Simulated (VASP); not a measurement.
# Sn (Fm-3m) in VASP: notebook, part 3 of 3

VASP 6.6.1. The steps go on from the part before.

**4. Relaxation of cell and atoms, PBEsol**

The input, INCAR:

```
SYSTEM = Sn
ALGO = Normal
EDIFF = 1E-6
EDIFFG = -0.01
ENCUT = 600
GGA = PS
IBRION = 2
ISIF = 3
ISMEAR = 0
LASPH = .True.
LCHARG = .False.
LREAL = .False.
LWAVE = .False.
NELM = 60
NSW = 100
PREC = Accurate
SIGMA = 0.1
```

The input, KPOINTS:

```
k-points
0
Gamma
  20 20 20
  0 0 0
```

The input, POSCAR:

```
Sn
1.0
    0.0000000000      2.3917114000      2.3917114000
    2.3917114000      0.0000000000      2.3917114000
    2.3917114000      2.3917114000      0.0000000000
Sn
1
Direct
    0.0000000000      0.0000000000      0.0000000000
```

Potentials or basis: VASP PAW PBE potentials, release 64 (Sn_d).

On the command line:

```
cat potpaw_PBE.64/Sn_d/POTCAR > POTCAR
mpirun -np 1 vasp_std > vasp.out
```

OUTCAR:

```text
SYSTEM = Sn
   EDIFF = 1E-6
   EDIFFG = -0.01
   ENCUT = 600
   GGA = PS
   IBRION = 2
   ISIF = 3
   ISMEAR = 0
   LASPH = .True.
   LREAL = .False.
   NELM = 60
   NSW = 100
   PREC = Accurate

 ion  position               nearest neighbor table
   1  0.000  0.000  0.000-

  LATTYP: Found a face centered cubic cell.
 ALAT       =     4.7834228000

  Lattice vectors:

 A1 = (   0.0000000000,   2.3917114000,   2.3917114000)
 A2 = (   2.3917114000,   0.0000000000,   2.3917114000)
 A3 = (   2.3917114000,   2.3917114000,   0.0000000000)

Analysis of symmetry for initial positions (statically):
=====================================================================
 Subroutine PRICEL returns:
 Original cell was already a primitive cell.

 Routine SETGRP: Setting up the symmetry group for a
 face centered cubic supercell.

 Subroutine GETGRP returns: Found 48 space group operations
 (whereof 48 operations were pure point group operations)
 out of a pool of 48 trial point group operations.

The static configuration has the point symmetry O_h .

Analysis of symmetry for dynamics (positions and initial velocities):
=====================================================================
 Subroutine PRICEL returns:
 Original cell was already a primitive cell.

 Routine SETGRP: Setting up the symmetry group for a
 face centered cubic supercell.

 Subroutine GETGRP returns: Found 48 space group operations
 (whereof 48 operations were pure point group operations)
 out of a pool of 48 trial point group operations.

The dynamic configuration has the point symmetry O_h .

 Subroutine INISYM returns: Found 48 space group operations
 (whereof 48 operations are pure point group operations),
 and found     1 'primitive' translations

----------------------------------------------------------------------------------------

                                     Primitive cell

  volume of cell :      27.3625

  direct lattice vectors                    reciprocal lattice vectors
     0.000000000  2.391711400  2.391711400    -0.209055323  0.209055323  0.209055323
     2.391711400  0.000000000  2.391711400     0.209055323 -0.209055323  0.209055323
     2.391711400  2.391711400  0.000000000     0.209055323  0.209055323 -0.209055323

  length of vectors
     3.382390699  3.382390699  3.382390699     0.362094442  0.362094442  0.362094442

  position of ions in fractional coordinates (direct lattice)
     0.000000000  0.000000000  0.000000000

  ion indices of the primitive-cell ions
   primitive index   ion index
                 1           1

----------------------------------------------------------------------------------------

 KPOINTS: k-points

Automatic generation of k-mesh.
 Grid dimensions read from file:
 generate k-points for:   20   20   20

 Generating k-lattice:

  Cartesian coordinates                     Fractional coordinates (reciprocal lattice)
    -0.010452766  0.010452766  0.010452766     0.050000000  0.000000000  0.000000000
     0.010452766 -0.010452766  0.010452766     0.000000000  0.050000000  0.000000000
     0.010452766  0.010452766 -0.010452766     0.000000000  0.000000000  0.050000000

  Length of vectors
[... 39 lines left out ...]
   total plane-waves  NPLWV =  21952
   dimension x,y,z NGX =    28 NGY =   28 NGZ =   28
   dimension x,y,z NGXF=    56 NGYF=   56 NGZF=   56
   ions per type =               1
   NGX,Y,Z   is equivalent  to a cutoff of  13.76, 13.76, 13.76 a.u.
   NGXF,Y,Z  is equivalent  to a cutoff of  27.52, 27.52, 27.52 a.u.
 SYSTEM =  Sn
   PREC   = accura    normal or accurate (medium, high low for compatibility)
   ISTART =      0    job   : 0-new  1-cont  2-samecut
   ICHARG =      2    charge: 1-file 2-atom 10-const
   ISPIN  =      1    spin polarized calculation?
   LNONCOLLINEAR =      F non collinear calculations
   LSORBIT =      F    spin-orbit coupling
   LASPH  =      T    aspherical Exc in radial PAW
   ENCUT  =  600.0 eV  44.10 Ry    6.64 a.u.   6.76  6.76  6.76*2*pi/ulx,y,z
   NELM   =     60;   NELMIN=  2; NELMDL= -5     # of ELM steps
   EDIFF  = 0.1E-05   stopping-criterion for ELM
   LREAL  =      F    real-space projection
   EDIFFG = -.1E-01   stopping-criterion for IOM
   NSW    =    100    number of steps for IOM
   IBRION =      2    ionic relax: 0-MD 1-quasi-New 2-CG
   NFREE  =      1    steps in history (QN), initial steepest desc. (CG)
   ISIF   =      3    stress and relaxation
   ISYM   =      2    0-nonsym 1-usesym 2-fastsym
   POTIM  = 0.5000    time-step for ionic-motion
   TEBEG  =    0.0;   TEEND  =   0.0 temperature during run
   PSTRESS=    0.0 pullay stress
   NELECT =      14.0000    total number of electrons
   NUPDOWN=      -1.0000    fix difference up-down
   EMIN   =  10.00;   EMAX   =-10.00  energy-range for DOS
   EFERMI =   0.00;   METHOD = LEGACY
   ISMEAR =     0;   SIGMA  =   0.10  broadening in eV -4-tet -1-fermi 0-gaus
   EFERMI_NEDOS =   21; number of points for ismear=-14 and -15
   IALGO  =     38    algorithm
   IMIX   =      4    mixing-type and parameters
     AMIX     =   0.40;   BMIX     =  1.00
     AMIX_MAG =   1.60;   BMIX_MAG =  1.00
  volume/ion in A,a.u.               =      27.36       184.65
  Fermi-wavevector in a.u.,A,eV,Ry     =   1.309379  2.474368 23.326830  1.714474
  Thomas-Fermi vector in A             =   2.439982
   LORBIT       =      0    0 simple, 1 ext, 2 COOP (PROOUT), +10 PAW based schemes
   GGA     = PS    functional components
   LHFCALC =     F    Hartree Fock is set to
   AEXX    =    0.0000 exact exchange contribution
   IVDW    =     0    specifies the selected vdW correction
   LEPSILON=     F    determine dielectric tensor
   LRPA    =     F    only Hartree local field effects (RPA)
 conjugate gradient relaxation of ions
 non-spin polarized calculation
 Gauss-broadening in eV      SIGMA  =   0.10
  energy-cutoff  :      600.00
  volume of cell :       27.36
 maximum number of plane-waves:       941
   NGX = 13   NGY = 13   NGZ = 13

--------------------------------------- Ionic step        1  -------------------------------------------

 number of electron      14.0000004 magnetization

 Free energy of the ion-electron system (eV)
  ---------------------------------------------------
  ext. energy  EPLUGINS =         0.00000000
  ---------------------------------------------------
  free energy    TOTEN  =        -4.22995642 eV

  energy without entropy =       -4.22709323  energy(sigma->0) =       -4.22852482

------------------------ aborting loop because EDIFF is reached ----------------------------------------

  FORCE on cell =-STRESS in cart. coord.  units (eV):
  Direction    XX          YY          ZZ          XY          YZ          ZX
  --------------------------------------------------------------------------------------
  -------------------------------------------------------------------------------------
  Total       -0.2723264     -0.2723264     -0.2723264     -0.0000000     -0.0000000      0.0000000
  in kB      -15.9457138    -15.9457138    -15.9457138     -0.0000000     -0.0000000      0.0000000
  external PRESSURE =     -15.9457138 kB  Pullay stress =       0.0000000 kB
[... 57 lines left out ...]
--------------------------------------- Ionic step        3  -------------------------------------------

 number of electron      14.0000002 magnetization

 Free energy of the ion-electron system (eV)
  ---------------------------------------------------
  ext. energy  EPLUGINS =         0.00000000
  ---------------------------------------------------
  free energy    TOTEN  =        -4.23439030 eV

  energy without entropy =       -4.23161881  energy(sigma->0) =       -4.23300456

 E-fermi :   8.3069     XC(G=0): -10.6207

 val. band max:        8.2863617924   @ k =   0.4000   0.3000   0.0000
 cond. band min:       8.3182807858   @ k =   0.3000   0.0500   0.0000
 fundamental gap:      0.0319189934
 Fermi energy:         8.3068508285

 k-point     1 :       0.0000    0.0000    0.0000
  band No.  band energies     occupation
      1     -13.1714      2.00000
      2     -13.1714      2.00000
      3     -13.1714      2.00000
      4     -13.0861      2.00000
      5     -13.0861      2.00000
      6      -3.0489      2.00000
      7      16.1833      0.00000
      8      16.1833      0.00000
      9      16.1833      0.00000
     10      18.9363      0.00000
     11      20.2967      0.00000
[... 309 lines left out ...]
 k-point    24 :      -0.3500    0.0500    0.0000
  band No.  band energies     occupation
      1     -13.1699      2.00000
      2     -13.1568      2.00000
      3     -13.1548      2.00000
      4     -13.0313      2.00000
      5     -13.0188      2.00000
      6      -0.1916      2.00000
      7       5.9837      2.00000
      8      13.6018      0.00000
      9      14.6734      0.00000
     10      18.0645      0.00000
     11      19.0565      0.00000

 [... further k-points ...]
[... 5 lines left out ...]
  --------------------------------------------------------------------------------------
  -------------------------------------------------------------------------------------
  Total        0.0010097      0.0010097      0.0010097      0.0000000      0.0000000     -0.0000000
  in kB        0.0610376      0.0610376      0.0610376      0.0000000      0.0000000     -0.0000000
  external PRESSURE =       0.0610376 kB  Pullay stress =       0.0000000 kB
[... 16 lines left out ...]
  FREE ENERGIE OF THE ION-ELECTRON SYSTEM (eV)
  ---------------------------------------------------
  free  energy   TOTEN  =        -4.2343903017 eV

  energy  without entropy=       -4.2316188087  energy(sigma->0) =       -4.23300456

 reached required accuracy - stopping structural energy minimisation
```

OSZICAR:

```text
N       E                     dE             d eps       ncg     rms          rms(c)
DAV:   1     0.753636289167E+02    0.75364E+02   -0.81319E+03  5690   0.206E+03
[... 20 lines left out ...]
DAV:   1    -0.424350698052E+01   -0.93998E-02   -0.18621E-01  6670   0.928E+00    0.517E-01
DAV:   2    -0.423610817552E+01    0.73988E-02   -0.11284E-02  6535   0.232E+00    0.225E-01
DAV:   3    -0.423448029061E+01    0.16279E-02   -0.46239E-03  8372   0.138E+00    0.265E-02
DAV:   4    -0.423439931866E+01    0.80972E-04   -0.10886E-04  6403   0.162E-01    0.756E-03
DAV:   5    -0.423439140269E+01    0.79160E-05   -0.50270E-06  8437   0.233E-02    0.384E-03
DAV:   6    -0.423439024320E+01    0.11595E-05   -0.82876E-07  3481   0.171E-02    0.658E-04
DAV:   7    -0.423439030171E+01   -0.58513E-07   -0.70132E-08  3005   0.376E-03
   3 F= -.42343903E+01 E0= -.42330046E+01  d E =-.443388E-02
```

CONTCAR:

```text
Sn
   1.00000000000000
    -0.0000000000000000    2.3664053402632672    2.3664053402632672
     2.3664053402632672   -0.0000000000000001    2.3664053402632672
     2.3664053402632672    2.3664053402632672   -0.0000000000000000
  Sn
     1
Direct
     0.0000000000000000    0.0000000000000000    0.0000000000000000

  0.00000000E+00  0.00000000E+00  0.00000000E+00
```

Wall time 2.3 min (1 thread of Intel Xeon 6975P-C (Granite Rapids), shared host); peak memory 0.24 GiB.

What came out:

* Free energy: -4.2344 eV
* Relaxed volume: 26.50 Å³/atom
* Relaxed cell: a = 3.347 Å, b = 3.347 Å, c = 3.347 Å, α = 60.00°, β = 60.00°, γ = 60.00°
* Space group after relaxing (to 0.05 Å): Fm-3m (No. 225)
* Energy gained by relaxing: 4.4 meV/atom
* Ionic steps: 3
* Pressure after relaxing: 0.0 GPa
* Band gap on the k mesh: zero (band 7 reaches 16.18 eV, above the bottom of band 8 at 6.26 eV)

Step by step:
```
step  energy change (eV)  largest force (eV/Å)  pressure (GPa)  volume (Å³)
   1              0.0000                0.0000           -1.59        27.36
   2             -0.0041                0.0000            0.44        26.30
   3             -0.0044                0.0000            0.01        26.50
```

Final structure:
```cif
data_structure
_symmetry_space_group_name_H-M 'P 1'
_symmetry_Int_Tables_number 1
_cell_length_a 3.3466
_cell_length_b 3.3466
_cell_length_c 3.3466
_cell_angle_alpha 60.000
_cell_angle_beta 60.000
_cell_angle_gamma 60.000
_cell_volume 26.50
loop_
_atom_site_label
_atom_site_type_symbol
_atom_site_fract_x
_atom_site_fract_y
_atom_site_fract_z
_atom_site_occupancy
Sn1 Sn 0.00000 0.00000 0.00000 1
```

Caveat: the PAW data sets were made with another functional, which shifts forces and pressure a little; spin-orbit coupling is left out, which moves the levels of the heavy elements.

**5. Summary**

| task | cell | k mesh | cutoff (eV) | gap on the mesh (eV) | pressure (GPa) |
| --- | --- | --- | --- | --- | --- |
| single point | a = 3.382 Å, angles 60.0°, 1 atom | 6 × 6 × 6 | 520 | none | -0.4 |
| single point | a = 3.347 Å, angles 60.0°, 1 atom | 20 × 20 × 20 | 520 | none | 0.0 |
| relaxation of cell and atoms | relaxed from a = 3.382 Å, angles 60.0°, 1 atom | 20 × 20 × 20 | 600 | none | 0.0 |

Alike in all rows: level PBEsol; potentials or basis VASP PAW PBE potentials, release 64 (Sn_d); no spin polarisation; smearing gaussian 0.1 eV.

Caveats: some runs use coarse meshes; the PAW data sets were made with another functional, which shifts forces and pressure a little; spin-orbit coupling is left out, which moves the levels of the heavy elements.

Total energies depend on the potentials used, so only differences within one code and one set of settings carry meaning.
